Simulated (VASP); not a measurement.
Ag, 1 atom in the cell. The structure is cubic, space group Fm-3m (No. 225). Conventional cell: a = 4.257 Å, b = 4.257 Å, c = 4.257 Å, α = 90.00°, β = 90.00°, γ = 90.00°. Ag (site symmetry m-3m) has 12 Ag at 3.01 Å within 4.0 Å. 

| Property | Result |
| --- | --- |
| Program | VASP 6.6.1 |
| Task | single point |
| Functional | PBE |
| Potentials or basis | VASP PAW PBE potentials, release 64 (Ag) |
| Cutoff | 520 eV |
| k mesh | 17 × 17 × 17 |
| Occupations | fermi-dirac, width 0.05 eV |
| Spin | no spin polarisation |
| Dipole correction | no |
| Further INCAR settings | ALGO = Normal; EDIFF = 1e-06; NBANDS = 12 |

Potentials or basis: VASP PAW PBE potentials, release 64 (Ag).

Run with:

```bash
$ cat potpaw_PBE.64/Ag/POTCAR > POTCAR
$ mpirun -np 1 vasp_std > vasp.out
```

Hardware: 1 thread of Intel(R) Xeon(R) 6975P-C (Granite Rapids) (shared host).

Question: Estimate the wall time of this run.

Answer: It took 9 s on 1 thread of Intel(R) Xeon(R) 6975P-C (Granite Rapids), with other jobs on the host, peak memory 0.16 GiB. Counts: scf iterations 11, k points 165.
